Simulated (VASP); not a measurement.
# Al (P6_3/mmc) in VASP: further runs, part 3 of 3

VASP 6.6.1. Earlier steps stand in the parts before.

## 4. Single point, PBEsol

INCAR

```
SYSTEM = Al
ALGO = Normal
EDIFF = 1E-6
ENCUT = 500
GGA = PS
GGA_COMPAT = .False.
ISIF = 2
ISMEAR = 0
LASPH = .True.
LCHARG = .False.
LREAL = .False.
LWAVE = .False.
NBANDS = 10
NELM = 120
PREC = Accurate
SIGMA = 0.1
```

KPOINTS

```
k-points
0
Gamma
  17 17 10
  0 0 0
```

POSCAR

```
Al
1.0
    2.8507010643      0.0000000000      0.0000000000
   -1.4253505322      2.4687795403      0.0000000000
    0.0000000000      0.0000000000      4.6354331293
Al
2
Direct
    0.3333333333      0.6666666667      0.2500000000
    0.6666666667      0.3333333333      0.7500000000
```

Potentials or basis: VASP PAW PBE potentials, release 64 (Al).

Started as:

```sh
$ cat potpaw_PBE.64/Al/POTCAR > POTCAR
$ mpirun -np 1 vasp_std > vasp.out
```

OUTCAR:

```text
SYSTEM = Al
   EDIFF = 1E-6
   ENCUT = 500
   GGA = PS
   ISIF = 2
   ISMEAR = 0
   LASPH = .True.
   LREAL = .False.
   NELM = 120
   PREC = Accurate

 ion  position               nearest neighbor table
   1  0.333  0.667  0.250-   2 2.84   2 2.84   2 2.84   2 2.84   2 2.84   2 2.84
   2  0.667  0.333  0.750-   1 2.84   1 2.84   1 2.84   1 2.84   1 2.84   1 2.84

  LATTYP: Found a hexagonal cell.
 ALAT       =     2.8507010643
 C/A-ratio  =     1.6260677724

  Lattice vectors:

 A1 = (   2.8507010643,   0.0000000000,   0.0000000000)
 A2 = (  -1.4253505322,   2.4687795403,   0.0000000000)
 A3 = (   0.0000000000,   0.0000000000,   4.6354331293)

Analysis of symmetry for initial positions (statically):
=====================================================================
 Subroutine PRICEL returns:
 Original cell was already a primitive cell.

 Routine SETGRP: Setting up the symmetry group for a
 hexagonal supercell.

 Subroutine GETGRP returns: Found 24 space group operations
 (whereof 12 operations were pure point group operations)
 out of a pool of 24 trial point group operations.

The static configuration has the point symmetry D_3d.
 The point group associated with its full space group is D_6h.

Analysis of symmetry for dynamics (positions and initial velocities):
=====================================================================
 Subroutine PRICEL returns:
 Original cell was already a primitive cell.

 Routine SETGRP: Setting up the symmetry group for a
 hexagonal supercell.

 Subroutine GETGRP returns: Found 24 space group operations
 (whereof 12 operations were pure point group operations)
 out of a pool of 24 trial point group operations.

The dynamic configuration has the point symmetry D_3d.
 The point group associated with its full space group is D_6h.

 Subroutine INISYM returns: Found 24 space group operations
 (whereof 12 operations are pure point group operations),
 and found     1 'primitive' translations

----------------------------------------------------------------------------------------

                                     Primitive cell

  volume of cell :      32.6230

  direct lattice vectors                    reciprocal lattice vectors
     2.850701064  0.000000000  0.000000000     0.350790903  0.202529222  0.000000000
    -1.425350532  2.468779540  0.000000000     0.000000000  0.405058444  0.000000000
     0.000000000  0.000000000  4.635433129     0.000000000  0.000000000  0.215729571

  length of vectors
     2.850701064  2.850701064  4.635433129     0.405058444  0.405058444  0.215729571

  position of ions in fractional coordinates (direct lattice)
     0.333333333  0.666666667  0.250000000
     0.666666667  0.333333333  0.750000000

  ion indices of the primitive-cell ions
   primitive index   ion index
                 1           1
                 2           2

----------------------------------------------------------------------------------------

 KPOINTS: k-points

Automatic generation of k-mesh.
 Grid dimensions read from file:
 generate k-points for:   17   17   10

 Generating k-lattice:

  Cartesian coordinates                     Fractional coordinates (reciprocal lattice)
[... 22 lines left out ...]
  0.294118  0.000000  0.000000      6.000000
[... 16 lines left out ...]
  0.411765  0.117647  0.000000     12.000000
  0.176471  0.176471  0.000000      6.000000
 [... further k-points ...]
   k-points           NKPTS =    198   k-points in BZ     NKDIM =    198   number of bands    NBANDS=     10
   number of dos      NEDOS =    301   number of ions     NIONS =      2
   total plane-waves  NPLWV =  20736
   dimension x,y,z NGX =    24 NGY =   24 NGZ =   36
   dimension x,y,z NGXF=    48 NGYF=   48 NGZF=   72
   ions per type =               2
   NGX,Y,Z   is equivalent  to a cutoff of  14.00, 14.00, 12.91 a.u.
   NGXF,Y,Z  is equivalent  to a cutoff of  27.99, 27.99, 25.82 a.u.
 SYSTEM =  Al
   PREC   = accura    normal or accurate (medium, high low for compatibility)
   ISTART =      0    job   : 0-new  1-cont  2-samecut
   ICHARG =      2    charge: 1-file 2-atom 10-const
   ISPIN  =      1    spin polarized calculation?
   LNONCOLLINEAR =      F non collinear calculations
   LSORBIT =      F    spin-orbit coupling
   LASPH  =      T    aspherical Exc in radial PAW
   ENCUT  =  500.0 eV  36.75 Ry    6.06 a.u.   5.20  5.20  8.45*2*pi/ulx,y,z
   NELM   =    120;   NELMIN=  2; NELMDL= -5     # of ELM steps
   EDIFF  = 0.1E-05   stopping-criterion for ELM
   LREAL  =      F    real-space projection
   EDIFFG = 0.1E-04   stopping-criterion for IOM
   NSW    =      0    number of steps for IOM
   IBRION =     -1    ionic relax: 0-MD 1-quasi-New 2-CG
   NFREE  =      0    steps in history (QN), initial steepest desc. (CG)
   ISIF   =      2    stress and relaxation
   ISYM   =      2    0-nonsym 1-usesym 2-fastsym
   POTIM  = 0.5000    time-step for ionic-motion
   TEBEG  =    0.0;   TEEND  =   0.0 temperature during run
   PSTRESS=    0.0 pullay stress
   NELECT =       6.0000    total number of electrons
   NUPDOWN=      -1.0000    fix difference up-down
   EMIN   =  10.00;   EMAX   =-10.00  energy-range for DOS
   EFERMI =   0.00;   METHOD = LEGACY
   ISMEAR =     0;   SIGMA  =   0.10  broadening in eV -4-tet -1-fermi 0-gaus
   EFERMI_NEDOS =   21; number of points for ismear=-14 and -15
   IALGO  =     38    algorithm
   IMIX   =      4    mixing-type and parameters
     AMIX     =   0.40;   BMIX     =  1.00
     AMIX_MAG =   1.60;   BMIX_MAG =  1.00
  volume/ion in A,a.u.               =      16.31       110.08
  Fermi-wavevector in a.u.,A,eV,Ry     =   0.931002  1.759338 11.793043  0.866764
  Thomas-Fermi vector in A             =   2.057449
   LORBIT       =      0    0 simple, 1 ext, 2 COOP (PROOUT), +10 PAW based schemes
   GGA     = PS    functional components
   LHFCALC =     F    Hartree Fock is set to
   AEXX    =    0.0000 exact exchange contribution
   IVDW    =     0    specifies the selected vdW correction
   LEPSILON=     F    determine dielectric tensor
   LRPA    =     F    only Hartree local field effects (RPA)
 non-spin polarized calculation
 Gauss-broadening in eV      SIGMA  =   0.10
  energy-cutoff  :      500.00
  volume of cell :       32.62
 maximum number of plane-waves:       841
 NGX is ok and might be reduce to    24
   NGX = 11   NGY = 11   NGZ = 17

 number of electron       6.0000000 magnetization

 Free energy of the ion-electron system (eV)
  ---------------------------------------------------
  ext. energy  EPLUGINS =         0.00000000
  ---------------------------------------------------
  free energy    TOTEN  =        -8.12076904 eV

  energy without entropy =       -8.11750750  energy(sigma->0) =       -8.11913827

 E-fermi :   8.0809     XC(G=0): -10.3000

 val. band max:        8.0737996160   @ k =   0.0000   0.0000   0.3000
 cond. band min:       8.1123393259   @ k =   0.2941   0.0588   0.1000
 fundamental gap:      0.0385397099
 Fermi energy:         8.0808921113

 k-point     1 :       0.0000    0.0000    0.0000
  band No.  band energies     occupation
      1      -3.1419      2.00000
      2       3.4551      2.00000
      3       3.7276      2.00000
      4      18.6472      0.00000
      5      18.6472      0.00000
      6      19.0399      0.00000
      7      19.0399      0.00000
      8      20.2599      0.00000
      9      22.1204      0.00000
     10      22.6347      0.00000
[... 287 lines left out ...]
 k-point    24 :       0.1765    0.1765    0.0000
  band No.  band energies     occupation
      1      -0.8928      2.00000
      2       5.5536      2.00000
      3       5.8500      2.00000
      4      10.0268      0.00000
      5      10.1960      0.00000
      6      15.6218      0.00000
      7      16.2236      0.00000
      8      16.9512      0.00000
      9      17.0169      0.00000
     10      21.3403      0.00000

 [... further k-points ...]

------------------------ aborting loop because EDIFF is reached ----------------------------------------

  FORCE on cell =-STRESS in cart. coord.  units (eV):
  Direction    XX          YY          ZZ          XY          YZ          ZX
  --------------------------------------------------------------------------------------
  -------------------------------------------------------------------------------------
  Total       -0.0201511     -0.0201511      0.0644976      0.0000000      0.0000000      0.0000000
  in kB       -0.9896599     -0.9896599      3.1675987      0.0000000      0.0000000      0.0000000
  external PRESSURE =       0.3960929 kB  Pullay stress =       0.0000000 kB

 VOLUME and BASIS-vectors are now :
 -----------------------------------------------------------------------------
  energy-cutoff  :      500.00
  volume of cell :       32.62
      direct lattice vectors                 reciprocal lattice vectors
     2.850701064  0.000000000  0.000000000     0.350790903  0.202529222  0.000000000
    -1.425350532  2.468779540  0.000000000     0.000000000  0.405058444  0.000000000
     0.000000000  0.000000000  4.635433129     0.000000000  0.000000000  0.215729571

 POSITION                                       TOTAL-FORCE (eV/Angst)
 -----------------------------------------------------------------------------------
     -0.00000      1.64585      1.15886        -0.000000      0.000000      0.000000
      1.42535      0.82293      3.47657         0.000000      0.000000      0.000000
 -----------------------------------------------------------------------------------
    total drift:                               -0.000000      0.000000     -0.000000

  FREE ENERGIE OF THE ION-ELECTRON SYSTEM (eV)
  ---------------------------------------------------
  free  energy   TOTEN  =        -8.1207690382 eV

  energy  without entropy=       -8.1175075008  energy(sigma->0) =       -8.11913827
```

OSZICAR:

```text
N       E                     dE             d eps       ncg     rms          rms(c)
DAV:   1    -0.100900603374E+01   -0.10090E+01   -0.22606E+03  3960   0.458E+02
DAV:   2    -0.800973431167E+01   -0.70007E+01   -0.66078E+01  5148   0.529E+01
DAV:   3    -0.818011221288E+01   -0.17038E+00   -0.16970E+00  5224   0.656E+00
DAV:   4    -0.818081370875E+01   -0.70150E-03   -0.70145E-03  4736   0.478E-01
DAV:   5    -0.818081935603E+01   -0.56473E-05   -0.56466E-05  4816   0.446E-02    0.197E+00
DAV:   6    -0.814476337947E+01    0.36056E-01   -0.46109E-03  4434   0.322E-01    0.112E+00
DAV:   7    -0.812092189842E+01    0.23841E-01   -0.11576E-02  4232   0.491E-01    0.198E-01
DAV:   8    -0.812077175987E+01    0.15014E-03   -0.13886E-04  5600   0.667E-02    0.196E-02
DAV:   9    -0.812076987226E+01    0.18876E-05   -0.10667E-06  4426   0.588E-03    0.220E-03
DAV:  10    -0.812076903816E+01    0.83410E-06   -0.46513E-08  2520   0.111E-03
   1 F= -.81207690E+01 E0= -.81191383E+01  d E =-.326154E-02
```

Wall time 30 s (1 thread of Intel Xeon 8259CL, shared host); peak memory 0.18 GiB.

Results:

```yaml
Free_energy: -8.1208 eV
Pressure: 0.0 GPa
Band_gap_on_the_k_mesh: zero (bands 3 and 4 overlap by 7.43 eV)
```

Caveat: the PAW data sets were made with another functional, which shifts forces and pressure a little.

## 5. Summary

| cell | k mesh | gap on the mesh (eV) | pressure (GPa) |
| --- | --- | --- | --- |
| a = 2.851, b = 2.851, c = 4.635 Å, angles 90.0, 90.0, 120.0°, 2 atoms | 17 × 17 × 9 | none | 0.0 |
| a = 2.870, b = 2.870, c = 4.666 Å, angles 90.0, 90.0, 120.0°, 2 atoms | 17 × 17 × 9 | none | -1.5 |
| a = 2.851, b = 2.851, c = 4.635 Å, angles 90.0, 90.0, 120.0°, 2 atoms | 17 × 17 × 10 | none | 0.0 |

Alike in all rows: task single point; level PBEsol; potentials or basis VASP PAW PBE potentials, release 64 (Al); no spin polarisation; cutoff (eV) 500; smearing gaussian 0.1 eV.

Caveats: the PAW data sets were made with another functional, which shifts forces and pressure a little.

Total energies depend on the potentials used, so only differences within one code and one set of settings carry meaning.

The gap in the log of VASP goes by the Fermi energy; the results here count the filled bands.